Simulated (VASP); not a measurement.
# Ir in VASP: a series of runs, part 2 of 3

VASP 6.6.1. Earlier steps stand in the parts before.

### 4 Electric field gradients, PBEsol (volume scaled by 0.98)

The input, INCAR:

```
SYSTEM = Ir
  PREC = Accurate
  ENCUT = 400
  EDIFF = 1E-8
  ISMEAR = -1
  SIGMA = 0.05
  LREAL = .False.
  LASPH = .True.
  NELM = 120
  ALGO = Normal
  ISIF = 2
  LWAVE = .False.
  LCHARG = .False.
  GGA = PS
  LEFG = .True.
  NBANDS = 10
  GGA_COMPAT = .False.
```

The input, KPOINTS:

```
regular mesh
0
Gamma
  15 15 15
  0 0 0
```

The input, POSCAR:

```
Ir
1.0
    0.0000000000      1.9068157192      1.9068157192
    1.9068157192      0.0000000000      1.9068157192
    1.9068157192      1.9068157192      0.0000000000
Ir
1
Direct
    0.0000000000      0.0000000000      0.0000000000
```

Potentials or basis: VASP PAW PBE potentials, release 64 (Ir).

Started as:

```bash
$ cat potpaw_PBE.64/Ir/POTCAR > POTCAR
$ mpirun -np 1 vasp_std > vasp.out
```

OUTCAR:

```text
SYSTEM = Ir
   PREC = Accurate
   ENCUT = 400
   EDIFF = 1E-8
   ISMEAR = -1
   LREAL = .False.
   LASPH = .True.
   NELM = 120
   ISIF = 2
   GGA = PS

 ion  position               nearest neighbor table
   1  0.000  0.000  0.000-

  LATTYP: Found a face centered cubic cell.
 ALAT       =     3.8136314384

  Lattice vectors:

 A1 = (   0.0000000000,   1.9068157192,   1.9068157192)
 A2 = (   1.9068157192,   0.0000000000,   1.9068157192)
 A3 = (   1.9068157192,   1.9068157192,   0.0000000000)

Analysis of symmetry for initial positions (statically):
=====================================================================
 Subroutine PRICEL returns:
 Original cell was already a primitive cell.

 Routine SETGRP: Setting up the symmetry group for a
 face centered cubic supercell.

[... 493 lines left out ...]
  external PRESSURE =      63.0691277 kB  Pullay stress =       0.0000000 kB

 VOLUME and BASIS-vectors are now :
 -----------------------------------------------------------------------------
  energy-cutoff  :      400.00
  volume of cell :       13.87
      direct lattice vectors                 reciprocal lattice vectors
     0.000000000  1.906815719  1.906815719    -0.262217264  0.262217264  0.262217264
     1.906815719  0.000000000  1.906815719     0.262217264 -0.262217264  0.262217264
     1.906815719  1.906815719  0.000000000     0.262217264  0.262217264 -0.262217264

 POSITION                                       TOTAL-FORCE (eV/Angst)
 -----------------------------------------------------------------------------------
      0.00000      0.00000      0.00000        -0.000000      0.000000     -0.000000
 -----------------------------------------------------------------------------------
    total drift:                                0.000000     -0.000000     -0.000000

  FREE ENERGIE OF THE ION-ELECTRON SYSTEM (eV)
  ---------------------------------------------------
  free  energy   TOTEN  =        -9.8252492933 eV

  energy  without entropy=       -9.8174121695  energy(sigma->0) =       -9.82133073

 Electric field gradients (V/A^2)
---------------------------------------------------------------------
 ion       V_xx      V_yy      V_zz      V_xy      V_xz      V_yz
---------------------------------------------------------------------
   1      -0.000     0.000    -0.000     0.000     0.000     0.000
---------------------------------------------------------------------

 Electric field gradients after diagonalization (V/A^2)
 (convention: |V_zz| > |V_xx| > |V_yy|)
----------------------------------------------------------------------
 ion       V_xx      V_yy      V_zz     asymmetry (V_yy - V_xx)/ V_zz
----------------------------------------------------------------------
   1      -0.000    -0.000     0.000       0.000
----------------------------------------------------------------------

           NMR quadrupolar parameters

 Cq : quadrupolar parameter    Cq=e*Q*V_zz/h
 eta: asymmetry parameters     (V_yy - V_xx)/ V_zz
 Q  : nuclear electric quadrupole moment in mb (millibarn)
----------------------------------------------------------------------
 ion       Cq(MHz)       eta       Q (mb)
----------------------------------------------------------------------
   1       0.000       0.000       1.000
----------------------------------------------------------------------
```

Wall time 20 s (1 thread of Intel Xeon 8259CL, shared host); peak memory 0.13 GiB.

What came out:

| Item | Value |
| --- | --- |
| Free energy | -9.8252 eV |
| Pressure | 6.3 GPa |

Caveat: without QUAD_EFG the Cq values of the log hold for a quadrupole moment of 1 mb, not for the nuclei; the PAW data sets were made with another functional, which shifts forces and pressure a little; spin-orbit coupling is left out, which moves the levels of the heavy elements.

### 5 Electric field gradients, PBEsol (volume scaled by 0.98)

The input, INCAR:

```
ALGO = Normal
EDIFF = 1E-8
ENCUT = 400
GGA = PS
GGA_COMPAT = False
ISIF = 2
ISMEAR = -1
LASPH = True
LCHARG = False
LEFG = True
LREAL = False
LWAVE = False
NBANDS = 10
NELM = 120
PREC = Accurate
SIGMA = 0.05
```

The input, KPOINTS:

```
k-points
0
Gamma
  15 15 15
```

POSCAR is that of step 4.

Potentials or basis: VASP PAW PBE potentials, release 64 (Ir).

Started as:

```bash
$ cat potpaw_PBE.64/Ir/POTCAR > POTCAR
$ mpirun -np 1 vasp_std > vasp.out
```

OUTCAR:

```text
EDIFF = 1E-8
   ENCUT = 400
   GGA = PS
   ISIF = 2
   ISMEAR = -1
   LASPH = True
   LREAL = False
   NELM = 120
   PREC = Accurate

 ion  position               nearest neighbor table
   1  0.000  0.000  0.000-

  LATTYP: Found a face centered cubic cell.
 ALAT       =     3.8136314384

  Lattice vectors:

 A1 = (   0.0000000000,   1.9068157192,   1.9068157192)
 A2 = (   1.9068157192,   0.0000000000,   1.9068157192)
 A3 = (   1.9068157192,   1.9068157192,   0.0000000000)

Analysis of symmetry for initial positions (statically):
=====================================================================
 Subroutine PRICEL returns:
 Original cell was already a primitive cell.

 Routine SETGRP: Setting up the symmetry group for a
 face centered cubic supercell.

 Subroutine GETGRP returns: Found 48 space group operations
 (whereof 48 operations were pure point group operations)
 out of a pool of 48 trial point group operations.

The static configuration has the point symmetry O_h .

Analysis of symmetry for dynamics (positions and initial velocities):
=====================================================================
 Subroutine PRICEL returns:
 Original cell was already a primitive cell.

 Routine SETGRP: Setting up the symmetry group for a
 face centered cubic supercell.

 Subroutine GETGRP returns: Found 48 space group operations
 (whereof 48 operations were pure point group operations)
 out of a pool of 48 trial point group operations.

The dynamic configuration has the point symmetry O_h .

 Subroutine INISYM returns: Found 48 space group operations
 (whereof 48 operations are pure point group operations),
 and found     1 'primitive' translations

----------------------------------------------------------------------------------------

                                     Primitive cell

  volume of cell :      13.8662

  direct lattice vectors                    reciprocal lattice vectors
     0.000000000  1.906815719  1.906815719    -0.262217264  0.262217264  0.262217264
     1.906815719  0.000000000  1.906815719     0.262217264 -0.262217264  0.262217264
     1.906815719  1.906815719  0.000000000     0.262217264  0.262217264 -0.262217264

  length of vectors
     2.696644651  2.696644651  2.696644651     0.454173623  0.454173623  0.454173623

  position of ions in fractional coordinates (direct lattice)
     0.000000000  0.000000000  0.000000000

  ion indices of the primitive-cell ions
   primitive index   ion index
                 1           1

----------------------------------------------------------------------------------------

 KPOINTS: k-points

Automatic generation of k-mesh.
 Grid dimensions read from file:
 generate k-points for:   15   15   15

 Generating k-lattice:

[... 63 lines left out ...]
   EDIFFG = 0.1E-06   stopping-criterion for IOM
   NSW    =      0    number of steps for IOM
   IBRION =     -1    ionic relax: 0-MD 1-quasi-New 2-CG
   NFREE  =      0    steps in history (QN), initial steepest desc. (CG)
   ISIF   =      2    stress and relaxation
   ISYM   =      2    0-nonsym 1-usesym 2-fastsym
   POTIM  = 0.5000    time-step for ionic-motion
   TEBEG  =    0.0;   TEEND  =   0.0 temperature during run
   PSTRESS=    0.0 pullay stress
   NELECT =       9.0000    total number of electrons
   NUPDOWN=      -1.0000    fix difference up-down
   EMIN   =  10.00;   EMAX   =-10.00  energy-range for DOS
   EFERMI =   0.00;   METHOD = LEGACY
   ISMEAR =    -1;   SIGMA  =   0.05  broadening in eV -4-tet -1-fermi 0-gaus
   EFERMI_NEDOS =   21; number of points for ismear=-14 and -15
   IALGO  =     38    algorithm
   IMIX   =      4    mixing-type and parameters
     AMIX     =   0.40;   BMIX     =  1.00
     AMIX_MAG =   1.60;   BMIX_MAG =  1.00
  volume/ion in A,a.u.               =      13.87        93.57
  Fermi-wavevector in a.u.,A,eV,Ry     =   1.417437  2.678567 27.335822  2.009126
  Thomas-Fermi vector in A             =   2.538667
   LORBIT       =      0    0 simple, 1 ext, 2 COOP (PROOUT), +10 PAW based schemes
   GGA     = PS    functional components
   LHFCALC =     F    Hartree Fock is set to
   AEXX    =    0.0000 exact exchange contribution
   IVDW    =     0    specifies the selected vdW correction
   LEPSILON=     F    determine dielectric tensor
   LRPA    =     F    only Hartree local field effects (RPA)
 non-spin polarized calculation
  energy-cutoff  :      400.00
  volume of cell :       13.87
 maximum number of plane-waves:       265
 NGX is ok and might be reduce to    18
   NGX =  9   NGY =  9   NGZ =  9

 number of electron       9.0000000 magnetization

 Free energy of the ion-electron system (eV)
  ---------------------------------------------------
  ext. energy  EPLUGINS =         0.00000000
  ---------------------------------------------------
  free energy    TOTEN  =        -9.82524929 eV

  energy without entropy =       -9.81741217  energy(sigma->0) =       -9.82133073

 E-fermi :  10.6564     XC(G=0): -14.2202

 val. band max:       10.6362148833   @ k =  -0.4000   0.4667   0.0667
 cond. band min:      10.6582770229   @ k =  -0.3333   0.2667   0.0667
 fundamental gap:      0.0220621396
 Fermi energy:        10.6563684564

 k-point     1 :       0.0000    0.0000    0.0000
  band No.  band energies     occupation
      1      -0.8104      2.00000
      2       6.5725      2.00000
      3       6.5725      2.00000
      4       6.5725      2.00000
      5       9.3760      2.00000
      6       9.3760      2.00000
      7      24.8759      0.00000
      8      30.5708      0.00000
      9      30.5708      0.00000
     10      30.5708      0.00000
[... 287 lines left out ...]
 k-point    24 :       0.2000    0.1333    0.0000
  band No.  band energies     occupation
      1       0.8744      2.00000
      2       5.4835      2.00000
      3       7.3811      2.00000
      4       7.4822      2.00000
      5       8.3109      2.00000
      6       9.8585      2.00000
      7      27.6580      0.00000
      8      27.7688      0.00000
      9      30.9416      0.00000
     10      31.4667      0.00000

 [... further k-points ...]
[... 5 lines left out ...]
  --------------------------------------------------------------------------------------
  -------------------------------------------------------------------------------------
  Total        0.5458363      0.5458363      0.5458363      0.0000000      0.0000000      0.0000000
  in kB       63.0691277     63.0691277     63.0691277      0.0000000      0.0000000      0.0000000
  external PRESSURE =      63.0691277 kB  Pullay stress =       0.0000000 kB

 VOLUME and BASIS-vectors are now :
 -----------------------------------------------------------------------------
  energy-cutoff  :      400.00
  volume of cell :       13.87
      direct lattice vectors                 reciprocal lattice vectors
     0.000000000  1.906815719  1.906815719    -0.262217264  0.262217264  0.262217264
     1.906815719  0.000000000  1.906815719     0.262217264 -0.262217264  0.262217264
     1.906815719  1.906815719  0.000000000     0.262217264  0.262217264 -0.262217264

 POSITION                                       TOTAL-FORCE (eV/Angst)
 -----------------------------------------------------------------------------------
      0.00000      0.00000      0.00000        -0.000000      0.000000     -0.000000
 -----------------------------------------------------------------------------------
    total drift:                                0.000000     -0.000000     -0.000000

  FREE ENERGIE OF THE ION-ELECTRON SYSTEM (eV)
  ---------------------------------------------------
  free  energy   TOTEN  =        -9.8252492933 eV

  energy  without entropy=       -9.8174121695  energy(sigma->0) =       -9.82133073

 Electric field gradients (V/A^2)
---------------------------------------------------------------------
 ion       V_xx      V_yy      V_zz      V_xy      V_xz      V_yz
---------------------------------------------------------------------
   1      -0.000     0.000    -0.000     0.000     0.000     0.000
---------------------------------------------------------------------

 Electric field gradients after diagonalization (V/A^2)
 (convention: |V_zz| > |V_xx| > |V_yy|)
----------------------------------------------------------------------
 ion       V_xx      V_yy      V_zz     asymmetry (V_yy - V_xx)/ V_zz
----------------------------------------------------------------------
   1      -0.000    -0.000     0.000       0.000
----------------------------------------------------------------------

           NMR quadrupolar parameters

 Cq : quadrupolar parameter    Cq=e*Q*V_zz/h
 eta: asymmetry parameters     (V_yy - V_xx)/ V_zz
 Q  : nuclear electric quadrupole moment in mb (millibarn)
----------------------------------------------------------------------
 ion       Cq(MHz)       eta       Q (mb)
----------------------------------------------------------------------
   1       0.000       0.000       1.000
----------------------------------------------------------------------
```

OSZICAR:

```text
N       E                     dE             d eps       ncg     rms          rms(c)
DAV:   1     0.359324468876E+02    0.35932E+02   -0.37163E+03  2544   0.656E+02
DAV:   2    -0.977928935791E+01   -0.45712E+02   -0.43132E+02  2480   0.175E+02
DAV:   3    -0.104432451633E+02   -0.66396E+00   -0.66222E+00  2766   0.251E+01
DAV:   4    -0.104493289530E+02   -0.60838E-02   -0.60829E-02  2712   0.229E+00
DAV:   5    -0.104494490079E+02   -0.12005E-03   -0.12005E-03  2782   0.305E-01    0.166E+01
DAV:   6    -0.993176747266E+01    0.51768E+00   -0.88067E-01  2688   0.113E+01    0.665E+00
DAV:   7    -0.983251198381E+01    0.99255E-01   -0.28744E-01  2814   0.590E+00    0.145E+00
DAV:   8    -0.983059122981E+01    0.19208E-02   -0.20587E-03  2568   0.449E-01    0.123E+00
DAV:   9    -0.982527091692E+01    0.53203E-02   -0.26973E-03  2630   0.736E-01    0.487E-02
DAV:  10    -0.982524766061E+01    0.23256E-04   -0.23930E-05  3490   0.571E-02    0.246E-02
DAV:  11    -0.982524917995E+01   -0.15193E-05   -0.14386E-06  2642   0.787E-03    0.328E-03
DAV:  12    -0.982524919703E+01   -0.17082E-07   -0.28282E-08  3106   0.154E-03    0.294E-03
DAV:  13    -0.982524929004E+01   -0.93012E-07   -0.24055E-09  1396   0.380E-04    0.109E-04
DAV:  14    -0.982524929333E+01   -0.32888E-08   -0.17219E-10  1272   0.158E-04
   1 F= -.98252493E+01 E0= -.98213307E+01  d E =-.783712E-02
```

stdout:

```text
POSCAR found type information on POSCAR Ir
 POSCAR found :  1 types and       1 ions
 scaLAPACK will be used
 -----------------------------------------------------------------------------
|                                                                             |
|                                                                             |
|     You enforced a specific xc type in the INCAR file but a different       |
|     I HOPE YOU KNOW WHAT YOU ARE DOING!                                     |
|                                                                             |
 -----------------------------------------------------------------------------

 LDA part: xc-table for (Slater+PW92), standard interpolation
 POSCAR, INCAR and KPOINTS ok, starting setup
 FFT: planning ... GRIDC
 FFT: planning ... GRID_SOFT
 FFT: planning ... GRID
 WAVECAR not read
 entering main loop
ion   1
```

Run time: 20 s. Hardware: 1 thread of Intel Xeon 8259CL, shared host; peak memory 0.13 GiB.

What came out:

```
Free energy : -9.8252 eV
Pressure    : 6.3 GPa
```

Caveat: without QUAD_EFG the Cq values of the log hold for a quadrupole moment of 1 mb, not for the nuclei; the PAW data sets were made with another functional, which shifts forces and pressure a little; spin-orbit coupling is left out, which moves the levels of the heavy elements.

### 6 Electric field gradients, PBEsol (equal xy, yz and zx shear strains of +2 %)

The input, INCAR:

```
ALGO     = Normal         # electronic algorithm
EDIFF    = 1E-8           # SCF threshold, eV
ENCUT    = 420            # plane-wave cutoff, eV
GGA      = PS             # functional
GGA_COMPAT= F            
ISIF     = 2              # what is computed and relaxed
ISMEAR   = -1             # smearing method
LASPH    = T              # aspherical terms in the spheres
LCHARG   = F              # write CHGCAR
LEFG     = T            
LREAL    = F              # projectors in reciprocal space
LWAVE    = F              # write WAVECAR
NBANDS   = 14             # bands
NELM     = 120            # most SCF steps
PREC     = Accurate       # precision mode
SIGMA    = 0.05           # smearing width, eV
```

KPOINTS is that of step 5.

The input, POSCAR:

```
Ir
1.0
    0.0383940000      1.9388970000      1.9388970000
    1.9388970000      0.0383940000      1.9388970000
    1.9388970000      1.9388970000      0.0383940000
Ir
1
Direct
    0.0000000000      0.0000000000      0.0000000000
```

Potentials or basis: VASP PAW PBE potentials, release 64 (Ir_sv_GW).

Started as:

```bash
$ cat potpaw_PBE.64/Ir_sv_GW/POTCAR > POTCAR
$ mpirun -np 1 vasp_std > vasp.out
```

OUTCAR:

```text
EDIFF = 1E-8
   ENCUT = 420
   GGA = PS
   ISIF = 2
   ISMEAR = -1
   LASPH = T
   LREAL = F
   NELM = 120
   PREC = Accurate

 ion  position               nearest neighbor table
   1  0.000  0.000  0.000-

  LATTYP: Found a trigonal (rhomboedric) cell.
 ALAT       =     2.7422832189
 COS(alpha) =     0.5197000882

  Lattice vectors:

 A1 = (   0.0383940000,   1.9388970000,   1.9388970000)
[... 613 lines left out ...]
 -----------------------------------------------------------------------------------
    total drift:                                0.000000      0.000000      0.000000

  FREE ENERGIE OF THE ION-ELECTRON SYSTEM (eV)
  ---------------------------------------------------
  free  energy   TOTEN  =       -10.3837562441 eV

  energy  without entropy=      -10.3761554411  energy(sigma->0) =      -10.37995584

 Electric field gradients (V/A^2)
---------------------------------------------------------------------
 ion       V_xx      V_yy      V_zz      V_xy      V_xz      V_yz
---------------------------------------------------------------------
   1       0.000     0.000    -0.000    21.827    21.827    21.827
---------------------------------------------------------------------

 Electric field gradients after diagonalization (V/A^2)
 (convention: |V_zz| > |V_xx| > |V_yy|)
----------------------------------------------------------------------
 ion       V_xx      V_yy      V_zz     asymmetry (V_yy - V_xx)/ V_zz
----------------------------------------------------------------------
   1     -21.827   -21.827    43.654       0.000
----------------------------------------------------------------------

           NMR quadrupolar parameters

 Cq : quadrupolar parameter    Cq=e*Q*V_zz/h
 eta: asymmetry parameters     (V_yy - V_xx)/ V_zz
 Q  : nuclear electric quadrupole moment in mb (millibarn)
----------------------------------------------------------------------
 ion       Cq(MHz)       eta       Q (mb)
----------------------------------------------------------------------
   1       0.106       0.000       1.000
----------------------------------------------------------------------
```

Run time: 21 s. Hardware: 1 thread of Intel Xeon 6975P-C (Granite Rapids), shared host; peak memory 0.16 GiB.

Results:

| Quantity | Value |
| --- | --- |
| Free energy | -10.3838 eV |
| Pressure | -4.5 GPa |

Levels at points of the mesh, in eV from the Fermi level:
```tsv
k point	band 6	band 7	band 8	band 9	band 10	band 11
(0.00, 0.00, 0.00)	-4.25	-3.80	-3.80	-1.21	-1.21	13.53
```

Electric field gradients, principal values (V/Å²):
```
atom    least   middle  greatest (by size)
1 Ir  -21.827  -21.827              43.654
```

Caveat: the cell differs from its parent crystal (equal xy, yz and zx shear strains of +2 %); without QUAD_EFG the Cq values of the log hold for a quadrupole moment of 1 mb, not for the nuclei; the PAW data sets were made with another functional, which shifts forces and pressure a little; spin-orbit coupling is left out, which moves the levels of the heavy elements.

[end of part 2 of 3]
